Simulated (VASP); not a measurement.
## CsSnBr3: relaxation of cell and atoms with PBEsol

The system is CsSnBr3.

```
Cs Sn Br
1.0
     5.89529    0.00000    0.00000
     0.00000    5.89529    0.00000
     0.00000    0.00000    5.89529
Cs Sn Br
1 1 3
Direct
  0.00000 0.00000 0.00000
  0.50000 0.50000 0.50000
  0.50000 0.00000 0.50000
  0.50000 0.50000 0.00000
  0.00000 0.50000 0.50000
```

```
Program                : VASP 6.6.1
Task                   : relaxation of cell and atoms
Functional             : PBEsol
Potentials or basis    : VASP PAW PBE potentials, release 64 (Cs_sv, Sn_d, Br)
Cutoff                 : 500 eV
k mesh                 : 6 × 6 × 6
Occupations            : gaussian, width 0.02 eV
Spin                   : no spin polarisation
Dipole correction      : no
Further INCAR settings : ALGO = Normal; EDIFF = 1e-07; IBRION = 2; EDIFFG = -0.005; NSW = 70; ISIF = 3
```

* Relaxed volume: 38.38 Å³/atom
* Relaxed cell: a = 5.768 Å, b = 5.768 Å, c = 5.768 Å, α = 90.00°, β = 90.00°, γ = 90.00°
* Space group after relaxing (to 0.1 Å): Pm-3m (No. 221)
* Energy gained by relaxing: 11.2 meV/atom
* Ionic steps: 3
* Pressure after relaxing: 0.0 GPa
* Band gap on the k mesh: 0.22 eV

The path:
```csv
step,energy change (eV),largest force (eV/Å),pressure (GPa),volume (Å³)
1,0.0000,0.0000,-1.28,204.89
2,-0.0513,0.0000,-0.40,195.34
3,-0.0559,0.0000,-0.02,191.90
```

Final structure:
```
Cs Sn Br
1.0
     5.76796    0.00000    0.00000
     0.00000    5.76796    0.00000
     0.00000    0.00000    5.76796
Cs Sn Br
1 1 3
Cartesian
  0.0000 0.0000 0.0000
  2.8840 2.8840 2.8840
  2.8840 0.0000 2.8840
  2.8840 2.8840 0.0000
  0.0000 2.8840 2.8840
```

Levels at points of the mesh, in eV from the valence-band top:
```csv
k point,band 19,band 20,band 21,band 22,band 23,band 24,band 25,band 26
"(0.00, 0.00, 0.00)",-3.30,-3.15,-3.15,-3.15,1.89,2.91,2.91,3.56
"(0.50, 0.00, 0.00)",-3.46,-3.29,-3.29,-2.15,1.30,3.40,3.99,4.04
"(0.50, 0.50, 0.00)",-3.59,-3.59,-2.77,-1.05,0.80,0.80,3.80,4.11
"(0.50, 0.50, 0.50)",-2.76,-2.76,-2.76,0.00,0.22,0.22,0.22,3.39
```

It took 7.8 min on 1 thread of Oxide Virtual Turin-like Processor, with other jobs on the host, peak memory 0.37 GiB.

Caveat: semilocal functionals underestimate gaps, and a narrow one can read as zero; the PAW data sets were made with another functional, which shifts forces and pressure a little; spin-orbit coupling is left out, which moves the levels of the heavy elements. A k mesh can miss the band edges.
